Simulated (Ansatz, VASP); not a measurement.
**One calculation of TaN, two programs**

```xyz
6
Lattice="5.2979 0.0000 0.0000 -2.6490 4.5881 0.0000 0.0000 0.0000 2.9681" Properties=species:S:1:pos:R:3 pbc="T T T"
Ta    0.0000    3.0587    1.4840
Ta    2.6490    1.5294    1.4840
Ta    0.0000    0.0000    0.0000
N     2.0813    0.0000    0.0000
N     1.6083    2.7857    0.0000
N    -1.0406    1.8024    0.0000
```

Change from the starting cell: volume scaled by 1.06, crystal datasets.

Alike in both runs: task electric field gradients; functional PBE; k mesh 6 × 6 × 9; occupations fermi-dirac, width 0.01 eV; no spin polarisation.

|  | VASP | Ansatz |
| --- | --- | --- |
| version | VASP 6.6.1 | Ansatz 0.2.0 |
| potentials or method | VASP PAW PBE potentials, release 64 (Ta_pv, N), cutoff 520 eV | all-electron PAW with datasets made for the crystal, scalar-relativistic |

Ansatz gave:

| Item | Value |
| --- | --- |
| pressure (GPa) | -12.1 |
| traceless stress, the component that is largest in VASP (GPa) | -0.80 |
| rms of the force components (eV/Å) | 0.078 |
| size of Vzz on the site where it differs most (V/Å²) | 83.7 |

Question: Estimate VASP's values.

Answer: Pressure (GPa): -11.7; traceless stress, the component that is largest in VASP (GPa): -0.98; rms of the force components (eV/Å): 0.075; size of Vzz on the site where it differs most (V/Å²): 148.9.

Atom by atom the forces differ by 0.003 eV/Å (rms over components). Ansatz ran all-electron here, and VASP with PAW potentials.

Neither program's run includes spin-orbit coupling.
